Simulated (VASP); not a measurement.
Write the native input for VASP 6.6.1 that does the following.

```
Task                   : single point
Functional             : r2SCAN
Potentials or basis    : VASP PAW PBE potentials, release 64 (Ba_sv, S)
Cutoff                 : 520 eV
k mesh                 : 6 × 6 × 6
Occupations            : gaussian, width 0.05 eV
Spin                   : no spin polarisation
Dipole correction      : no
Further INCAR settings : ALGO = Normal; EDIFF = 1e-06; NBANDS = 15
```

Crystal: BaS.

```xyz
2
Lattice="4.4233 0.0000 0.0000 -2.2117 3.8307 0.0000 0.0000 0.0000 4.0165" Properties=species:S:1:pos:R:3 pbc="T T T"
Ba    0.0000    0.0000    0.0000
S     2.2117    1.2769    2.0083
```

This cell differs from its parent crystal: volume scaled by 1.040.

These files were run (other wordings do the same):

POSCAR

```
BaS
1.0
    4.4233333332      0.0000000000      0.0000000000
   -2.2116666666      3.8307190360      0.0000000000
    0.0000000000      0.0000000000      4.0165378553
Ba S
1 1
Direct
    0.0000000000      0.0000000000      0.0000000000
    0.6666666667      0.3333333333      0.5000000000
```

INCAR.step1

```
ALGO = Normal ; EDIFF = 1E-4
ENCUT = 520 ; GGA = PE
ISMEAR = 0 ; LASPH = T
LCHARG = F ; LREAL = F
LWAVE = T ; NBANDS = 15
NELM = 100 ; PREC = Accurate
SIGMA = 0.05
```

INCAR.step2

```
ALGO = Normal ; EDIFF = 1E-6
ENCUT = 520 ; ISIF = 2
ISMEAR = 0 ; ISTART = 1
LASPH = T ; LCHARG = T
LELF = T ; LMIXTAU = T
LREAL = F ; LVHAR = T
LWAVE = F ; METAGGA = R2SCAN
NBANDS = 15 ; NELM = 100
PREC = Accurate ; SIGMA = 0.05
```

KPOINTS

```
k-points
0
Gamma
  6 6 6
```

Potentials or basis: VASP PAW PBE potentials, release 64 (Ba_sv, S).

Launch:

```bash
$ cat potpaw_PBE.64/Ba_sv/POTCAR potpaw_PBE.64/S/POTCAR > POTCAR
$ cp INCAR.step1 INCAR
$ mpirun -np 1 vasp_std > vasp.out
$ cp INCAR.step2 INCAR
$ mpirun -np 1 vasp_std > vasp.out
```

Results of the run:

* Pressure: -1.0 GPa
* Band gap on the k mesh: 2.38 eV, direct

Caveat: the PAW data sets were made with another functional, which shifts forces and pressure a little; spin-orbit coupling is left out, which moves the levels of the heavy elements.

It took 39 s on 1 thread of Intel(R) Xeon(R) 6975P-C (Granite Rapids), with other jobs on the host, peak memory 0.21 GiB.
